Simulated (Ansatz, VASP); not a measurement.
## Two plane-wave programs on Re

INCAR

```
ALGO = Normal ; EDIFF = 1E-7
ENCUT = 520 ; GGA = PE
ISIF = 2 ; ISMEAR = 0
LASPH = T ; LCHARG = F
LREAL = F ; LWAVE = F
NBANDS = 10 ; NELM = 80
PREC = Accurate ; SIGMA = 0.15
```

File KPOINTS:

```
k-points
0
Gamma
  10 10 10
```

The input POSCAR:

```
Re
1.0
    0.0000000000      1.9078047546      2.2264081487
    1.9078047546      0.0000000000      2.2264081487
    1.9078047546      1.9078047546      0.0000000000
Re
1
Direct
    0.0000000000      0.0000000000      0.0000000000
```

Input for Ansatz:

```yaml
crystal:
  lattice:
    - [0.0, 1.9078047546, 2.2264081487]
    - [1.9078047546, 0.0, 2.2264081487]
    - [1.9078047546, 1.9078047546, 0.0]
  atoms:
    - { symbol: Re, position: [0.0, 0.0, 0.0] }
basis:
  ecutwfc: 420
kpoints:
  mp_grid: { grid: [10, 10, 10] }
hamiltonian:
  xc: pbe
scf:
  occupations: { method: gaussian, width: 0.15 }
output:
  forces: true
  stress: true
  eigenvalues: true
```

Alike in both runs: task single point; functional PBE; k mesh 10 × 10 × 10; occupations gaussian, width 0.15 eV; no spin polarisation.

|  | VASP | Ansatz |
| --- | --- | --- |
| version | VASP 6.6.1 | Ansatz 0.2.0 |
| potentials or method | VASP PAW PBE potentials, release 64 (Re), cutoff 520 eV | scalar-relativistic, plane waves, PAW |
| valence electrons in the cell | 7 | 15 |

```tsv
	VASP	Ansatz	Ansatz less VASP
gap on the k mesh at the Fermi level (eV)	none	none	-
pressure (GPa)	-21.0	-20.2	+0.87
traceless stress, the component that is largest in VASP (GPa)	-22.40	-22.86	-0.463
```

A gap of «none» marks a metal or a gap that the smearing closes. VASP's potentials hold 7 valence electrons a cell and Ansatz's 15, so a difference there can come from the potentials and not from the codes.

Spin-orbit coupling is off throughout.
